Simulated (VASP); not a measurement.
# NaHF2 (R-3m) in VASP: single point with r2SCAN

Aim: the single point of NaHF2 with r2SCAN.

All numbers are computed with VASP 6.6.1; they aren't measurements. Logs are shortened: lines on timing, memory, paths and dates and some standing lists are left out, and cuts for length are marked.

## (1) The cell of the first run

Symmetry: R-3m, No. 166, trigonal system. Conventional cell: a = 3.474 Å, b = 3.474 Å, c = 13.827 Å, α = 90.00°, β = 90.00°, γ = 120.00°. Within 3.1 Å of Na (site symmetry -3m) lie 6 F at 2.32 Å and 6 H at 3.05 Å. H (site symmetry -3m) has 2 F at 1.14 Å within 1.5 Å. F (site symmetry 3m) has 1 H at 1.14 Å within 1.5 Å.

## (2) Single point, r2SCAN

File POSCAR:

```
NaHF2
1.0
    1.7367649141      1.0027216907      4.6088801875
   -1.7367649141      1.0027216907      4.6088801875
    0.0000000000     -2.0054433813      4.6088801875
Na H F
1 1 2
Direct
    0.0000000000      0.0000000000      0.0000000000
    0.5000000000      0.5000000000      0.5000000000
    0.4172854821      0.4172854821      0.4172854821
    0.5827145179      0.5827145179      0.5827145179
```

File INCAR.step1:

```
ALGO = Normal
EDIFF = 1E-4
ENCUT = 520
GGA = PE
ISMEAR = 0
LASPH = T
LCHARG = F
LREAL = F
LWAVE = T
NBANDS = 19
NELM = 100
PREC = Accurate
SIGMA = 0.02
```

File INCAR.step2:

```
ALGO = Normal
EDIFF = 1E-7
ENCUT = 520
ISIF = 2
ISMEAR = 0
ISTART = 1
LASPH = T
LCHARG = F
LMIXTAU = T
LREAL = F
LWAVE = F
METAGGA = R2SCAN
NBANDS = 19
NELM = 100
PREC = Accurate
SIGMA = 0.02
```

File KPOINTS:

```
k-points
0
Gamma
  9 9 9
```

Potentials or basis: VASP PAW PBE potentials, release 64 (Na_pv, H, F).

Run with:

```sh
cat potpaw_PBE.64/Na_pv/POTCAR potpaw_PBE.64/H/POTCAR potpaw_PBE.64/F/POTCAR > POTCAR
cp INCAR.step1 INCAR
mpirun -np 1 vasp_std > vasp.out
cp INCAR.step2 INCAR
mpirun -np 1 vasp_std > vasp.out
```

OUTCAR:

```text
EDIFF = 1E-7
   ENCUT = 520
   ISIF = 2
   ISMEAR = 0
   ISTART = 1
   LASPH = T
   LREAL = F
   METAGGA = R2SCAN
   NELM = 100
   PREC = Accurate

 ion  position               nearest neighbor table
   1  0.000  0.000  0.000-   4 2.32   4 2.32   3 2.32   3 2.32   4 2.32   3 2.32
   2  0.500  0.500  0.500-   3 1.14   4 1.14
   3  0.417  0.417  0.417-   2 1.14   1 2.32   1 2.32   1 2.32
   4  0.583  0.583  0.583-   2 1.14   1 2.32   1 2.32   1 2.32

  LATTYP: Found a trigonal (rhomboedric) cell.
 ALAT       =     5.0262888634
 COS(alpha) =     0.7612094249

  Lattice vectors:

 A1 = (   1.7367649141,   1.0027216907,   4.6088801875)
 A2 = (  -1.7367649141,   1.0027216907,   4.6088801875)
 A3 = (   0.0000000000,  -2.0054433813,   4.6088801875)

Analysis of symmetry for initial positions (statically):
=====================================================================
 Subroutine PRICEL returns:
 Original cell was already a primitive cell.

 Routine SETGRP: Setting up the symmetry group for a
 trigonal (rhombohedral) supercell.

 Subroutine GETGRP returns: Found 12 space group operations
 (whereof 12 operations were pure point group operations)
 out of a pool of 12 trial point group operations.

The static configuration has the point symmetry D_3d.

Analysis of symmetry for dynamics (positions and initial velocities):
=====================================================================
 Subroutine PRICEL returns:
 Original cell was already a primitive cell.

 Routine SETGRP: Setting up the symmetry group for a
 trigonal (rhombohedral) supercell.

 Subroutine GETGRP returns: Found 12 space group operations
 (whereof 12 operations were pure point group operations)
 out of a pool of 12 trial point group operations.

The dynamic configuration has the point symmetry D_3d.

 Subroutine INISYM returns: Found 12 space group operations
 (whereof 12 operations are pure point group operations),
 and found     1 'primitive' translations

----------------------------------------------------------------------------------------

                                     Primitive cell

  volume of cell :      48.1580

  direct lattice vectors                    reciprocal lattice vectors
     1.736764914  1.002721691  4.608880187     0.287891583  0.166214283  0.072324148
    -1.736764914  1.002721691  4.608880187    -0.287891583  0.166214283  0.072324148
     0.000000000 -2.005443381  4.608880187     0.000000000 -0.332428566  0.072324148

  length of vectors
     5.026288863  5.026288863  5.026288863     0.340205135  0.340205135  0.340205135

  position of ions in fractional coordinates (direct lattice)
     0.000000000  0.000000000  0.000000000
     0.500000000  0.500000000  0.500000000
     0.417285482  0.417285482  0.417285482
     0.582714518  0.582714518  0.582714518

  ion indices of the primitive-cell ions
   primitive index   ion index
                 1           1
                 2           2
                 3           3
                 4           4

----------------------------------------------------------------------------------------

 KPOINTS: k-points

Automatic generation of k-mesh.
 Grid dimensions read from file:
 generate k-points for:    9    9    9

 Generating k-lattice:

  Cartesian coordinates                     Fractional coordinates (reciprocal lattice)
     0.031987954  0.018468254  0.008036016     0.111111111  0.000000000  0.000000000
    -0.031987954  0.018468254  0.008036016     0.000000000  0.111111111  0.000000000
     0.000000000 -0.036936507  0.008036016     0.000000000  0.000000000  0.111111111

  Length of vectors
     0.037800571  0.037800571  0.037800571

  Shift w.r.t. Gamma in fractional coordinates (k-lattice)
     0.000000000  0.000000000  0.000000000

 Subroutine IBZKPT returns following result:
 ===========================================

 Found     85 irreducible k-points:

 Following reciprocal coordinates:
            Coordinates               Weight
  0.000000  0.000000  0.000000      1.000000
  0.111111  0.000000  0.000000      6.000000
  0.222222  0.000000  0.000000      6.000000
  0.333333  0.000000  0.000000      6.000000
  0.444444  0.000000  0.000000      6.000000
  0.111111  0.111111  0.000000      6.000000
[... 16 lines left out ...]
 -0.333333  0.333333  0.000000      6.000000
  0.444444  0.444444  0.000000      6.000000
 [... further k-points ...]
   k-points           NKPTS =     85   k-points in BZ     NKDIM =     85   number of bands    NBANDS=     19
   number of dos      NEDOS =    301   number of ions     NIONS =      4
   total plane-waves  NPLWV =  64000
   dimension x,y,z NGX =    40 NGY =   40 NGZ =   40
   dimension x,y,z NGXF=    80 NGYF=   80 NGZF=   80
   ions per type =               1   1   2
   NGX,Y,Z   is equivalent  to a cutoff of  13.23, 13.23, 13.23 a.u.
   NGXF,Y,Z  is equivalent  to a cutoff of  26.46, 26.46, 26.46 a.u.
 SYSTEM =  unknown system
   PREC   = accura    normal or accurate (medium, high low for compatibility)
   ISTART =      1    job   : 0-new  1-cont  2-samecut
   ICHARG =      0    charge: 1-file 2-atom 10-const
   ISPIN  =      1    spin polarized calculation?
   LNONCOLLINEAR =      F non collinear calculations
   LSORBIT =      F    spin-orbit coupling
   LASPH  =      T    aspherical Exc in radial PAW
   ENCUT  =  520.0 eV  38.22 Ry    6.18 a.u.   9.35  9.35  9.35*2*pi/ulx,y,z
   NELM   =    100;   NELMIN=  2; NELMDL=  0     # of ELM steps
   EDIFF  = 0.1E-06   stopping-criterion for ELM
   LREAL  =      F    real-space projection
   EDIFFG = 0.1E-05   stopping-criterion for IOM
   NSW    =      0    number of steps for IOM
   IBRION =     -1    ionic relax: 0-MD 1-quasi-New 2-CG
   NFREE  =      0    steps in history (QN), initial steepest desc. (CG)
   ISIF   =      2    stress and relaxation
   ISYM   =      2    0-nonsym 1-usesym 2-fastsym
   POTIM  = 0.5000    time-step for ionic-motion
   TEBEG  =    0.0;   TEEND  =   0.0 temperature during run
   PSTRESS=    0.0 pullay stress
   NELECT =      22.0000    total number of electrons
   NUPDOWN=      -1.0000    fix difference up-down
   EMIN   =  10.00;   EMAX   =-10.00  energy-range for DOS
   EFERMI =   0.00;   METHOD = LEGACY
   ISMEAR =     0;   SIGMA  =   0.02  broadening in eV -4-tet -1-fermi 0-gaus
   EFERMI_NEDOS =   21; number of points for ismear=-14 and -15
   IALGO  =     38    algorithm
   IMIX   =      4    mixing-type and parameters
     AMIX     =   0.40;   BMIX     =  1.00
     AMIX_MAG =   1.60;   BMIX_MAG =  1.00
  volume/ion in A,a.u.               =      12.04        81.25
  Fermi-wavevector in a.u.,A,eV,Ry     =   1.260839  2.382641 21.629391  1.589715
  Thomas-Fermi vector in A             =   2.394329
   LORBIT       =      0    0 simple, 1 ext, 2 COOP (PROOUT), +10 PAW based schemes
   METAGGA = R2SCAN    functional components
   LHFCALC =     F    Hartree Fock is set to
   AEXX    =    0.0000 exact exchange contribution
   IVDW    =     0    specifies the selected vdW correction
   LEPSILON=     F    determine dielectric tensor
   LRPA    =     F    only Hartree local field effects (RPA)
 non-spin polarized calculation
 Gauss-broadening in eV      SIGMA  =   0.02
  energy-cutoff  :      520.00
  volume of cell :       48.16
 maximum number of plane-waves:      1319
 NGX is ok and might be reduce to    40
   NGX = 19   NGY = 19   NGZ = 19

 number of electron      22.0000003 magnetization

 Free energy of the ion-electron system (eV)
  ---------------------------------------------------
  ext. energy  EPLUGINS =         0.00000000
  ---------------------------------------------------
  free energy    TOTEN  =       -22.77176384 eV

  energy without entropy =      -22.77176384  energy(sigma->0) =      -22.77176384

 E-fermi :  -4.3807     XC(G=0):  -8.5478

 val. band max:       -4.5744307260   @ k =   0.4444   0.4444   0.4444
 cond. band min:       3.1209031519   @ k =   0.0000   0.0000   0.0000
 fundamental gap:      7.6953338780
 Fermi energy:        -4.3807002674

 k-point     1 :       0.0000    0.0000    0.0000
  band No.  band energies     occupation
      1     -26.1779      2.00000
      2     -25.0440      2.00000
      3     -23.5292      2.00000
      4     -23.5292      2.00000
      5     -23.4045      2.00000
      6      -9.5264      2.00000
[... 11 lines left out ...]
     18      17.8678      0.00000
     19      17.9781      0.00000

 k-point     2 :       0.1111    0.0000    0.0000
  band No.  band energies     occupation
      1     -26.1766      2.00000
      2     -25.0290      2.00000
      3     -23.5311      2.00000
      4     -23.5239      2.00000
      5     -23.4208      2.00000
      6      -9.4882      2.00000
[... 11 lines left out ...]
     18      16.9444      0.00000
     19      17.6638      0.00000

 k-point     3 :       0.2222    0.0000    0.0000
  band No.  band energies     occupation
      1     -26.1740      2.00000
      2     -24.9897      2.00000
      3     -23.5360      2.00000
      4     -23.5136      2.00000
      5     -23.4601      2.00000
      6      -9.3896      2.00000
[... 11 lines left out ...]
     18      15.6973      0.00000
     19      17.1806      0.00000

 k-point     4 :       0.3333    0.0000    0.0000
  band No.  band energies     occupation
      1     -26.1710      2.00000
      2     -24.9416      2.00000
      3     -23.5415      2.00000
      4     -23.5326      2.00000
      5     -23.4771      2.00000
      6      -9.2736      2.00000
[... 407 lines left out ...]
     18      16.4119      0.00000
     19      17.1789      0.00000

 k-point    23 :      -0.3333    0.3333    0.0000
  band No.  band energies     occupation
      1     -26.1013      2.00000
      2     -25.0251      2.00000
      3     -23.5665      2.00000
      4     -23.5111      2.00000
      5     -23.4480      2.00000
      6      -9.1105      2.00000
[... 11 lines left out ...]
     18      16.1128      0.00000
     19      16.8769      0.00000

 k-point    24 :       0.4444    0.4444    0.0000
  band No.  band energies     occupation
      1     -26.0532      2.00000
      2     -25.1264      2.00000
      3     -23.5680      2.00000
      4     -23.5453      2.00000
      5     -23.3665      2.00000
      6      -9.0821      2.00000
[... 11 lines left out ...]
     18      16.3828      0.00000
     19      17.0406      0.00000

 [... further k-points ...]
[... 5 lines left out ...]
  --------------------------------------------------------------------------------------
  -------------------------------------------------------------------------------------
  Total       -0.5098344     -0.5098344     -0.6777981      0.0000000     -0.0000000      0.0000000
  in kB      -16.9617861    -16.9617861    -22.5498047      0.0000000     -0.0000000      0.0000000
  external PRESSURE =     -18.8244589 kB  Pullay stress =       0.0000000 kB

 VOLUME and BASIS-vectors are now :
 -----------------------------------------------------------------------------
  energy-cutoff  :      520.00
  volume of cell :       48.16
      direct lattice vectors                 reciprocal lattice vectors
     1.736764914  1.002721691  4.608880187     0.287891583  0.166214283  0.072324148
    -1.736764914  1.002721691  4.608880187    -0.287891583  0.166214283  0.072324148
     0.000000000 -2.005443381  4.608880187     0.000000000 -0.332428566  0.072324148

 POSITION                                       TOTAL-FORCE (eV/Angst)
 -----------------------------------------------------------------------------------
      0.00000      0.00000      0.00000         0.000000     -0.000000      0.000000
      0.00000      0.00000      6.91332        -0.000000     -0.000000      0.000000
      0.00000      0.00000      5.76966         0.000000      0.000000      0.043041
      0.00000      0.00000      8.05698         0.000000     -0.000000     -0.043041
 -----------------------------------------------------------------------------------
    total drift:                               -0.000000     -0.000000     -0.000000

  FREE ENERGIE OF THE ION-ELECTRON SYSTEM (eV)
  ---------------------------------------------------
  free  energy   TOTEN  =       -22.7717638449 eV

  energy  without entropy=      -22.7717638449  energy(sigma->0) =      -22.77176384
```

Run time: 10 min. Hardware: 1 thread of AMD EPYC 7R43 (Zen 3), shared host; peak memory 0.25 GiB.

Results:

```yaml
Free_energy: -22.7718 eV
Pressure: -1.9 GPa
Largest_force: 0.043 eV/Å
Band_gap_on_the_k_mesh: 7.70 eV, indirect (least direct gap 7.79 eV)
```

Forces on the atoms (eV/Å):
```
Na   0.000  0.000  0.000
H    0.000  0.000  0.000
F    0.000  0.000  0.043
F    0.000  0.000 -0.043
```

Stress tensor (GPa, compression positive):
```
-1.70  0.00  0.00
 0.00 -1.70  0.00
 0.00  0.00 -2.25
```

Caveat: the PAW data sets were made with another functional, which shifts forces and pressure a little.
